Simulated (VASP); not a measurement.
# Rh (Fm-3m) in VASP: notebook

The runs below take Rh through single point, with PBE.

All numbers are computed with VASP 6.6.1; they aren't measurements. Logs are shortened: lines on timing, memory, paths and dates and some standing lists are left out, and cuts for length are marked.

## Step 1: The cell of the first run

The structure is cubic, space group Fm-3m (No. 225). The conventional cell has a = 3.796 Å, b = 3.796 Å, c = 3.796 Å, α = 90.00°, β = 90.00°, γ = 90.00°. Within 3.5 Å of Rh (site symmetry m-3m) lie 12 Rh at 2.68 Å.

## Step 2: Single point, PBE

Input file INCAR:

```
PREC     = Accurate       # precision mode
ENCUT    = 500            # plane-wave cutoff, eV
EDIFF    = 1E-6           # SCF threshold, eV
ISMEAR   = -1             # smearing method
SIGMA    = 0.1            # smearing width, eV
LREAL    = F              # projectors in reciprocal space
LASPH    = T              # aspherical terms in the spheres
NELM     = 120            # most SCF steps
ALGO     = Normal         # electronic algorithm
ISIF     = 2              # what is computed and relaxed
LWAVE    = F              # write WAVECAR
LCHARG   = F              # write CHGCAR
GGA      = PE             # functional
NBANDS   = 14             # bands
GGA_COMPAT= F
```

Input file KPOINTS:

```
regular mesh
0
Gamma
  13 13 13
```

Input file POSCAR:

```
Rh
1.0
    0.0000000000      1.8978500000      1.8978500000
    1.8978500000      0.0000000000      1.8978500000
    1.8978500000      1.8978500000      0.0000000000
Rh
1
Direct
    0.0000000000      0.0000000000      0.0000000000
```

Potentials or basis: VASP PAW PBE potentials, release 64 (Rh_pv).

Command:

```console
> cat potpaw_PBE.64/Rh_pv/POTCAR > POTCAR
> mpirun -np 1 vasp_std > vasp.out
```

OUTCAR:

```text
PREC = Accurate
   ENCUT = 500
   EDIFF = 1E-6
   ISMEAR = -1
   LREAL = F
   LASPH = T
   NELM = 120
   ISIF = 2
   GGA = PE

 ion  position               nearest neighbor table
   1  0.000  0.000  0.000-

  LATTYP: Found a face centered cubic cell.
 ALAT       =     3.7957000000

  Lattice vectors:

 A1 = (   0.0000000000,   1.8978500000,   1.8978500000)
 A2 = (   1.8978500000,   0.0000000000,   1.8978500000)
 A3 = (   1.8978500000,   1.8978500000,   0.0000000000)

Analysis of symmetry for initial positions (statically):
=====================================================================
 Subroutine PRICEL returns:
 Original cell was already a primitive cell.

 Routine SETGRP: Setting up the symmetry group for a
 face centered cubic supercell.

 Subroutine GETGRP returns: Found 48 space group operations
 (whereof 48 operations were pure point group operations)
 out of a pool of 48 trial point group operations.

The static configuration has the point symmetry O_h .

Analysis of symmetry for dynamics (positions and initial velocities):
=====================================================================
 Subroutine PRICEL returns:
 Original cell was already a primitive cell.

 Routine SETGRP: Setting up the symmetry group for a
 face centered cubic supercell.

 Subroutine GETGRP returns: Found 48 space group operations
 (whereof 48 operations were pure point group operations)
 out of a pool of 48 trial point group operations.

The dynamic configuration has the point symmetry O_h .

 Subroutine INISYM returns: Found 48 space group operations
 (whereof 48 operations are pure point group operations),
 and found     1 'primitive' translations

----------------------------------------------------------------------------------------

                                     Primitive cell

  volume of cell :      13.6715

  direct lattice vectors                    reciprocal lattice vectors
     0.000000000  1.897850000  1.897850000    -0.263456016  0.263456016  0.263456016
     1.897850000  0.000000000  1.897850000     0.263456016 -0.263456016  0.263456016
     1.897850000  1.897850000  0.000000000     0.263456016  0.263456016 -0.263456016

  length of vectors
     2.683965209  2.683965209  2.683965209     0.456319205  0.456319205  0.456319205

  position of ions in fractional coordinates (direct lattice)
     0.000000000  0.000000000  0.000000000

  ion indices of the primitive-cell ions
   primitive index   ion index
                 1           1

----------------------------------------------------------------------------------------

 KPOINTS: regular mesh

Automatic generation of k-mesh.
 Grid dimensions read from file:
 generate k-points for:   13   13   13

 Generating k-lattice:

  Cartesian coordinates                     Fractional coordinates (reciprocal lattice)
    -0.020265847  0.020265847  0.020265847     0.076923077  0.000000000  0.000000000
     0.020265847 -0.020265847  0.020265847     0.000000000  0.076923077  0.000000000
     0.020265847  0.020265847 -0.020265847     0.000000000  0.000000000  0.076923077

  Length of vectors
     0.035101477  0.035101477  0.035101477

  Shift w.r.t. Gamma in fractional coordinates (k-lattice)
     0.000000000  0.000000000  0.000000000

 Subroutine IBZKPT returns following result:
 ===========================================

 Found     84 irreducible k-points:

 Following reciprocal coordinates:
            Coordinates               Weight
  0.000000  0.000000  0.000000      1.000000
  0.076923  0.000000  0.000000      8.000000
  0.153846  0.000000  0.000000      8.000000
  0.230769  0.000000  0.000000      8.000000
  0.307692  0.000000  0.000000      8.000000
  0.384615  0.000000  0.000000      8.000000
[... 16 lines left out ...]
  0.384615  0.153846  0.000000     24.000000
  0.461538  0.153846  0.000000     24.000000
 [... further k-points ...]
   k-points           NKPTS =     84   k-points in BZ     NKDIM =     84   number of bands    NBANDS=     14
   number of dos      NEDOS =    301   number of ions     NIONS =      1
   total plane-waves  NPLWV =   8000
   dimension x,y,z NGX =    20 NGY =   20 NGZ =   20
   dimension x,y,z NGXF=    40 NGYF=   40 NGZF=   40
   ions per type =               1
   NGX,Y,Z   is equivalent  to a cutoff of  12.39, 12.39, 12.39 a.u.
   NGXF,Y,Z  is equivalent  to a cutoff of  24.78, 24.78, 24.78 a.u.
 SYSTEM =  unknown system
   PREC   = accura    normal or accurate (medium, high low for compatibility)
   ISTART =      0    job   : 0-new  1-cont  2-samecut
   ICHARG =      2    charge: 1-file 2-atom 10-const
   ISPIN  =      1    spin polarized calculation?
   LNONCOLLINEAR =      F non collinear calculations
   LSORBIT =      F    spin-orbit coupling
   LASPH  =      T    aspherical Exc in radial PAW
   ENCUT  =  500.0 eV  36.75 Ry    6.06 a.u.   4.89  4.89  4.89*2*pi/ulx,y,z
   NELM   =    120;   NELMIN=  2; NELMDL= -5     # of ELM steps
   EDIFF  = 0.1E-05   stopping-criterion for ELM
   LREAL  =      F    real-space projection
   EDIFFG = 0.1E-04   stopping-criterion for IOM
   NSW    =      0    number of steps for IOM
   IBRION =     -1    ionic relax: 0-MD 1-quasi-New 2-CG
   NFREE  =      0    steps in history (QN), initial steepest desc. (CG)
   ISIF   =      2    stress and relaxation
   ISYM   =      2    0-nonsym 1-usesym 2-fastsym
   POTIM  = 0.5000    time-step for ionic-motion
   TEBEG  =    0.0;   TEEND  =   0.0 temperature during run
   PSTRESS=    0.0 pullay stress
   NELECT =      15.0000    total number of electrons
   NUPDOWN=      -1.0000    fix difference up-down
   EMIN   =  10.00;   EMAX   =-10.00  energy-range for DOS
   EFERMI =   0.00;   METHOD = LEGACY
   ISMEAR =    -1;   SIGMA  =   0.10  broadening in eV -4-tet -1-fermi 0-gaus
   EFERMI_NEDOS =   21; number of points for ismear=-14 and -15
   IALGO  =     38    algorithm
   IMIX   =      4    mixing-type and parameters
     AMIX     =   0.40;   BMIX     =  1.00
     AMIX_MAG =   1.60;   BMIX_MAG =  1.00
  volume/ion in A,a.u.               =      13.67        92.26
  Fermi-wavevector in a.u.,A,eV,Ry     =   1.688496  3.190795 38.790465  2.851019
  Thomas-Fermi vector in A             =   2.770792
   LORBIT       =      0    0 simple, 1 ext, 2 COOP (PROOUT), +10 PAW based schemes
   GGA     = PE    functional components
   LHFCALC =     F    Hartree Fock is set to
   AEXX    =    0.0000 exact exchange contribution
   IVDW    =     0    specifies the selected vdW correction
   LEPSILON=     F    determine dielectric tensor
   LRPA    =     F    only Hartree local field effects (RPA)
 non-spin polarized calculation
  energy-cutoff  :      500.00
  volume of cell :       13.67
 maximum number of plane-waves:       357
   NGX =  9   NGY =  9   NGZ =  9

 number of electron      15.0000007 magnetization

 Free energy of the ion-electron system (eV)
  ---------------------------------------------------
  ext. energy  EPLUGINS =         0.00000000
  ---------------------------------------------------
  free energy    TOTEN  =        -7.27420056 eV

  energy without entropy =       -7.22856611  energy(sigma->0) =       -7.25138334

 E-fermi :  12.0056     XC(G=0): -14.0674

 val. band max:       11.9767956473   @ k =  -0.1538   0.1538   0.0000
 cond. band min:      12.0189807909   @ k =   0.3077   0.3077   0.0000
 fundamental gap:      0.0421851436
 Fermi energy:        12.0055684495

 k-point     1 :       0.0000    0.0000    0.0000
  band No.  band energies     occupation
      1     -34.3764      2.00000
      2     -34.3764      2.00000
      3     -34.3764      2.00000
      4       4.0073      2.00000
      5       8.9063      2.00000
      6       8.9063      2.00000
      7       8.9063      2.00000
      8      11.0114      1.99990
      9      11.0114      1.99990
     10      27.9996      0.00000
     11      32.5306      0.00000
     12      33.4929      0.00000
     13      33.4929      0.00000
     14      33.4929      0.00000

 k-point     2 :       0.0769    0.0000    0.0000
  band No.  band energies     occupation
      1     -34.4207      2.00000
      2     -34.3824      2.00000
      3     -34.3824      2.00000
      4       4.2454      2.00000
      5       8.8028      2.00000
      6       8.9981      2.00000
      7       8.9981      2.00000
      8      10.9612      1.99994
      9      10.9612      1.99994
     10      28.3425      0.00000
     11      32.2665      0.00000
     12      32.5347      0.00000
     13      33.8428      0.00000
     14      33.8428      0.00000

 k-point     3 :       0.1538    0.0000    0.0000
  band No.  band energies     occupation
      1     -34.5423      2.00000
      2     -34.3989      2.00000
      3     -34.3989      2.00000
      4       4.8928      2.00000
      5       8.5977      2.00000
      6       9.1992      2.00000
      7       9.1992      2.00000
      8      10.9000      1.99997
      9      10.9001      1.99997
     10      29.1287      0.00000
     11      30.0990      0.00000
     12      32.5316      0.00000
     13      34.8260      0.00000
     14      34.8260      0.00000

 k-point     4 :       0.2308    0.0000    0.0000
  band No.  band energies     occupation
      1     -34.7114      2.00000
      2     -34.4221      2.00000
      3     -34.4221      2.00000
      4       5.6592      2.00000
      5       8.6543      2.00000
      6       9.2863      2.00000
      7       9.2863      2.00000
      8      11.0743      1.99982
      9      11.0743      1.99982
     10      27.7453      0.00000
     11      29.6561      0.00000
     12      32.5312      0.00000
     13      36.1958      0.00000
     14      36.1958      0.00000

 k-point     5 :       0.3077    0.0000    0.0000
  band No.  band energies     occupation
      1     -34.8878      2.00000
      2     -34.4465      2.00000
      3     -34.4465      2.00000
      4       6.0077      2.00000
      5       9.1551      2.00000
      6       9.1551      2.00000
      7       9.5346      2.00000
      8      11.5740      1.97363
      9      11.5740      1.97363
     10      25.3264      0.00000
     11      29.0520      0.00000
[... 276 lines left out ...]
 k-point    22 :       0.3077    0.1538    0.0000
  band No.  band energies     occupation
      1     -34.7911      2.00000
      2     -34.4922      2.00000
      3     -34.4880      2.00000
      4       6.4364      2.00000
      5       7.8520      2.00000
      6       9.1667      2.00000
      7       9.8937      2.00000
      8      11.4183      1.99439
      9      11.8889      1.52501
     10      27.4926      0.00000
     11      30.3899      0.00000
     12      32.3274      0.00000
     13      32.5292      0.00000
     14      33.8217      0.00000

 k-point    23 :       0.3846    0.1538    0.0000
  band No.  band energies     occupation
      1     -34.9292      2.00000
      2     -34.5244      2.00000
      3     -34.5115      2.00000
      4       6.5430      2.00000
      5       8.3568      2.00000
      6       8.9421      2.00000
      7       9.7525      2.00000
      8      12.3622      0.05494
      9      12.8667      0.00036
     10      24.7842      0.00000
     11      29.4427      0.00000
     12      31.8133      0.00000
     13      32.5281      0.00000
     14      33.6676      0.00000

 k-point    24 :       0.4615    0.1538    0.0000
  band No.  band energies     occupation
      1     -35.0288      2.00000
      2     -34.5611      2.00000
      3     -34.5185      2.00000
      4       6.4648      2.00000
      5       8.3473      2.00000
      6       9.5461      2.00000
      7       9.5632      2.00000
      8      12.6402      0.00350
      9      14.5972      0.00000
     10      22.1573      0.00000
     11      28.6411      0.00000
     12      31.6229      0.00000
     13      32.4845      0.00000
     14      32.6056      0.00000

 [... further k-points ...]

------------------------ aborting loop because EDIFF is reached ----------------------------------------

  FORCE on cell =-STRESS in cart. coord.  units (eV):
  Direction    XX          YY          ZZ          XY          YZ          ZX
  --------------------------------------------------------------------------------------
  -------------------------------------------------------------------------------------
  Total        0.6910622      0.6910622      0.6910622     -0.0000000      0.0000000     -0.0000000
  in kB       80.9863963     80.9863963     80.9863963     -0.0000000      0.0000000     -0.0000000
  external PRESSURE =      80.9863963 kB  Pullay stress =       0.0000000 kB

 VOLUME and BASIS-vectors are now :
 -----------------------------------------------------------------------------
  energy-cutoff  :      500.00
  volume of cell :       13.67
      direct lattice vectors                 reciprocal lattice vectors
     0.000000000  1.897850000  1.897850000    -0.263456016  0.263456016  0.263456016
     1.897850000  0.000000000  1.897850000     0.263456016 -0.263456016  0.263456016
     1.897850000  1.897850000  0.000000000     0.263456016  0.263456016 -0.263456016

 POSITION                                       TOTAL-FORCE (eV/Angst)
 -----------------------------------------------------------------------------------
      0.00000      0.00000      0.00000         0.000000      0.000000      0.000000
 -----------------------------------------------------------------------------------
    total drift:                                0.000000      0.000000      0.000000

  FREE ENERGIE OF THE ION-ELECTRON SYSTEM (eV)
  ---------------------------------------------------
  free  energy   TOTEN  =        -7.2742005650 eV

  energy  without entropy=       -7.2285661062  energy(sigma->0) =       -7.25138334
```

Run time: 19 s. Hardware: 1 thread of Intel Xeon 8259CL, shared host; peak memory 0.13 GiB.

Results:

```
Free energy : -7.2742 eV
Pressure    : 8.1 GPa
```

Levels at points of the mesh, in eV from the Fermi level:
| k point | band 4 | band 5 | band 6 | band 7 | band 8 | band 9 | band 10 | band 11 |
| --- | --- | --- | --- | --- | --- | --- | --- | --- |
| (0.00, 0.00, 0.00) | -8.00 | -3.10 | -3.10 | -3.10 | -0.99 | -0.99 | 15.99 | 20.53 |

(Continued in part 2 of 2.)
